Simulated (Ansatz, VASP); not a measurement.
One calculation of Ga3BAs4, two programs

The input POSCAR:

```
Ga3BAs4
1.0
    3.8325487441      0.0000000000      0.0000000000
    0.0000000000      3.8325487441      0.0000000000
    0.0000000000      0.0000000000     11.0634502232
B As Ga
1 4 3
Direct
    0.0000000000      0.0000000000      0.0000000000
    0.0000000000      0.5000000000      0.1014454825
    0.5000000000      0.0000000000      0.3674154864
    0.0000000000      0.5000000000      0.6325845136
    0.5000000000      0.0000000000      0.8985545175
    0.5000000000      0.5000000000      0.2352309543
    0.0000000000      0.0000000000      0.5000000000
    0.5000000000      0.5000000000      0.7647690457
```

INCAR.step1

```
SYSTEM = Ga3BAs4
ALGO = Normal
EDIFF = 1E-5
ENCUT = 550
GGA = PE
GGA_COMPAT = .False.
ISMEAR = 0
LASPH = .True.
LCHARG = .False.
LREAL = .False.
LWAVE = .True.
NBANDS = 41
NELM = 120
PREC = Accurate
SIGMA = 0.01
```

INCAR.step2

```
SYSTEM = Ga3BAs4
ALGO = Normal
EDIFF = 1E-6
ENCUT = 550
GGA_COMPAT = .False.
ISIF = 2
ISMEAR = 0
ISTART = 1
LASPH = .True.
LCHARG = .False.
LMIXTAU = .True.
LREAL = .False.
LWAVE = .False.
METAGGA = R2SCAN
NBANDS = 41
NELM = 120
PREC = Accurate
SIGMA = 0.01
```

File KPOINTS:

```
k-points
0
Gamma
  6 6 2
  0 0 0
```

Input for Ansatz:

```yaml
crystal:
  lattice:
    - [3.8325487441, 0.0, 0.0]
    - [0.0, 3.8325487441, 0.0]
    - [0.0, 0.0, 11.0634502232]
  atoms:
    - { symbol: B, position: [0.0, 0.0, 0.0] }
    - { symbol: As, position: [0.0, 0.5, 0.1014454825] }
    - { symbol: Ga, position: [0.5, 0.5, 0.2352309543] }
    - { symbol: As, position: [0.5, 0.0, 0.3674154864] }
    - { symbol: Ga, position: [0.0, 0.0, 0.5] }
    - { symbol: As, position: [0.0, 0.5, 0.6325845136] }
    - { symbol: Ga, position: [0.5, 0.5, 0.7647690457] }
    - { symbol: As, position: [0.5, 0.0, 0.8985545175] }
kpoints:
  mp_grid: { grid: [6, 6, 2] }
  band_path:
    path:
      - [0.0, 0.0, 0.0]
      - [0.0, 0.5, 0.0]
      - [0.5, 0.5, 0.0]
      - [0.0, 0.0, 0.5]
      - [0.0, 0.5, 0.5]
      - [0.5, 0.5, 0.5]
    npoints: 1
hamiltonian:
  xc: r2scan
scf:
  occupations: { method: fixed }
  n_extra_bands: 6
output:
  forces: true
  stress: true
  eigenvalues: true
  write_density: true
  write_potential: true
  elf: true
  volumetric_format: npy
```

Alike in both runs: task single point; functional r2SCAN; k mesh 6 × 6 × 2; no spin polarisation.

```csv
,VASP,Ansatz
version,VASP 6.6.1,Ansatz 0.2.0
potentials or method,"VASP PAW PBE potentials, release 64 (B, As, Ga_d)","plane waves, PAW"
plane-wave cutoff (eV),550,500
occupations,"gaussian, width 0.01 eV",fixed
valence electrons in the cell,62,102
```

Ansatz gave:

| Quantity | Value |
| --- | --- |
| gap on the k mesh at the Fermi level (eV) | 0.80 |
| pressure (GPa) | 0.0 |
| rms of the force components (eV/Å) | 0.000 |

**Question.** Estimate VASP's values.

**Answer.** gap on the k mesh at the Fermi level (eV): 0.79; pressure (GPa): 0.1; rms of the force components (eV/Å): 0.004.

VASP's potentials were made for PBE, not for r2SCAN. VASP's potentials hold 62 valence electrons a cell and Ansatz's 102, so a difference there can come from the potentials and not from the codes.
